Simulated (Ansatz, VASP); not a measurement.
**Ti: VASP beside Ansatz**

```
Ti
1.0
     2.90044    0.00000    0.00000
    -1.45022    2.51185    0.00000
     0.00000    0.00000   26.47748
Ti
6
Direct
  0.66667 0.33333 0.28326
  0.33333 0.66667 0.36996
  0.66667 0.33333 0.45665
  0.33333 0.66667 0.54335
  0.66667 0.33333 0.63004
  0.33333 0.66667 0.71674
```

Alike in both runs: task single point; functional PBEsol; k mesh 12 × 12 × 1; occupations gaussian, width 0.1 eV; no spin polarisation.

|  | VASP | Ansatz |
| --- | --- | --- |
| version | VASP 6.6.1 | Ansatz 0.2.0 |
| potentials or method | VASP PAW PBE potentials, release 64 (Ti_sv), cutoff 400 eV | scalar-relativistic, plane waves, PAW |
| valence electrons in the cell | 72 | 72 |

```csv
,VASP,Ansatz,Ansatz less VASP
gap on the k mesh at the Fermi level (eV),none,none,-
rms of the force components (eV/Å),0.283,0.281,-0.0018
"work function, face that differs most (eV)",4.58,4.58,+0.005
```

VASP's potentials were made for PBE, not for PBEsol. Atom by atom the forces differ by 0.003 eV/Å (rms over components). A gap of «none» marks a metal or a gap that the smearing closes.
